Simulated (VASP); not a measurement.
A run of VASP 6.6.1:

File INCAR:

```
SYSTEM = HfN
  PREC = Accurate
  ENCUT = 520
  EDIFF = 1E-7
  ISMEAR = 0
  SIGMA = 0.15
  LREAL = .False.
  LASPH = .True.
  NELM = 100
  ALGO = Normal
  ISIF = 2
  LWAVE = .False.
  LCHARG = .True.
  GGA = PS
  LELF = .True.
  LVHAR = .True.
  NBANDS = 14
```

File KPOINTS:

```
regular mesh
0
Gamma
  16 16 16
  0 0 0
```

File POSCAR:

```
HfN
1.0
    0.0000000000      2.3934514500      2.4548220000
    2.3934514500      0.0000000000      2.4548220000
    2.3934514500      2.3934514500      0.0000000000
Hf N
1 1
Direct
    0.0000000000      0.0000000000      0.0000000000
    0.7500000000      0.7500000000      0.7500000000
```

Potentials or basis: VASP PAW PBE potentials, release 64 (Hf_pv, N).

The run is started by

```bash
$ cat potpaw_PBE.64/Hf_pv/POTCAR potpaw_PBE.64/N/POTCAR > POTCAR
$ mpirun -np 1 vasp_std > vasp.out
```

Hardware: 1 thread of AMD EPYC 9R14 (Zen 4) (shared host).

Task: Estimate the wall time of this run.

Result: Run time: 2.5 min on 1 thread of AMD EPYC 9R14 (Zen 4) (shared host), peak memory 0.24 GiB. Counts: scf iterations 13, k points 349.
